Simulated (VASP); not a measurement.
Wanted: the native input for a VASP 6.6.1 run.

```
Task                   : single point
Functional             : RPBE
Potentials or basis    : VASP PAW PBE potentials, release 64 (Ti_sv)
Cutoff                 : 520 eV
k mesh                 : 10 × 10 × 6
Occupations            : fermi-dirac, width 0.05 eV
Spin                   : no spin polarisation
Dipole correction      : no
Further INCAR settings : ALGO = Fast; EDIFF = 1e-07; NBANDS = 19
```

The structure of Ti lies in POSCAR:

```
Ti
1.0
    2.9500000000      0.0000000000      0.0000000000
   -1.4750000000      2.5547749412      0.0000000000
    0.0000000000      0.0000000000      4.6800000000
Ti
2
Direct
    0.6666666667      0.3333333333      0.7500000000
    0.3333333333      0.6666666667      0.2500000000
```

The input as run:

INCAR

```
ALGO     = Fast           # electronic algorithm
EDIFF    = 1E-7           # SCF threshold, eV
ENCUT    = 520            # plane-wave cutoff, eV
GGA      = RP             # functional
ISIF     = 2              # what is computed and relaxed
ISMEAR   = -1             # smearing method
LASPH    = True           # aspherical terms in the spheres
LCHARG   = True           # write CHGCAR
LELF     = True           # ELF
LREAL    = False          # projectors in reciprocal space
LVHAR    = True         
LWAVE    = False          # write WAVECAR
NBANDS   = 19             # bands
NELM     = 80             # most SCF steps
PREC     = Accurate       # precision mode
SIGMA    = 0.05           # smearing width, eV
```

KPOINTS

```
k-points
0
Gamma
  10 10 6
```

Potentials or basis: VASP PAW PBE potentials, release 64 (Ti_sv).

Run with:

```console
$ cat potpaw_PBE.64/Ti_sv/POTCAR > POTCAR
$ mpirun -np 1 vasp_std > vasp.out
```

It gave:

```json
{
 "Pressure": "1.2 GPa",
 "Band gap on the k mesh": "zero (band 12 reaches 9.07 eV, above the bottom of band 13 at 8.05 eV)"
}
```

Caveat: the PAW data sets were made with another functional, which shifts forces and pressure a little.

Run time: 110 s on 1 thread of Intel(R) Xeon(R) Platinum 8259CL CPU @ 2.50GHz (Skylake/Cascade Lake) (shared host), peak memory 0.16 GiB.
